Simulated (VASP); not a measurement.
Wanted: the native input for a VASP 6.6.1 run.

| Property | Result |
| --- | --- |
| Task | single point |
| Functional | PBE |
| Dispersion | D3(BJ) |
| Potentials or basis | VASP PAW PBE potentials, release 64 (C) |
| Cutoff | 520 eV |
| k mesh | 15 × 15 × 15 |
| Occupations | gaussian, width 0.05 eV |
| Spin | no spin polarisation |
| Dipole correction | no |
| Further INCAR settings | ALGO = Normal; EDIFF = 1e-06; NBANDS = 11 |

The structure of C lies in POSCAR:

```
C
1.0
    1.2324809262      0.7115731945      3.3609366220
   -1.2324809262      0.7115731945      3.3609366220
    0.0000000000     -1.4231463891      3.3609366220
C
2
Direct
    0.1853599743      0.1853599743      0.1431998702
    0.8146400257      0.8146400257      0.8568001298
```

This cell differs from its parent crystal: mode 4 frozen in at +0.048 Å and mode 6 at +0.060 Å (largest displacements).

The input as run:

INCAR

```
PREC     = Accurate       # precision mode
ENCUT    = 520            # plane-wave cutoff, eV
EDIFF    = 1E-6           # SCF threshold, eV
ISMEAR   = 0              # smearing method
SIGMA    = 0.05           # smearing width, eV
LREAL    = False          # projectors in reciprocal space
LASPH    = True           # aspherical terms in the spheres
NELM     = 100            # most SCF steps
ALGO     = Normal         # electronic algorithm
ISIF     = 2              # what is computed and relaxed
LWAVE    = False          # write WAVECAR
LCHARG   = False          # write CHGCAR
GGA      = PE             # functional
IVDW     = 12             # dispersion correction
NBANDS   = 11             # bands
```

KPOINTS

```
Automatic mesh
0
Gamma
  15 15 15
```

Potentials or basis: VASP PAW PBE potentials, release 64 (C).

The run is started by

```sh
$ cat potpaw_PBE.64/C/POTCAR > POTCAR
$ mpirun -np 1 vasp_std > vasp.out
```

It gave:

| Item | Value |
| --- | --- |
| Pressure | 5.5 GPa |
| Largest force | 5.591 eV/Å |
| Band gap on the k mesh | 0.61 eV, indirect (least direct gap 0.66 eV) |
| Dispersion energy per atom | -0.156 eV |

Caveat: the cell differs from its parent crystal (mode 4 frozen in at +0.048 Å and mode 6 at +0.060 Å (largest displacements)); forces of over 1 eV/Å act on the atoms, so gaps and moduli don't describe the material at rest.

Run time: 4.1 min on 1 thread of AMD EPYC 9R45 (Zen 5), with other jobs on the host, peak memory 0.24 GiB.
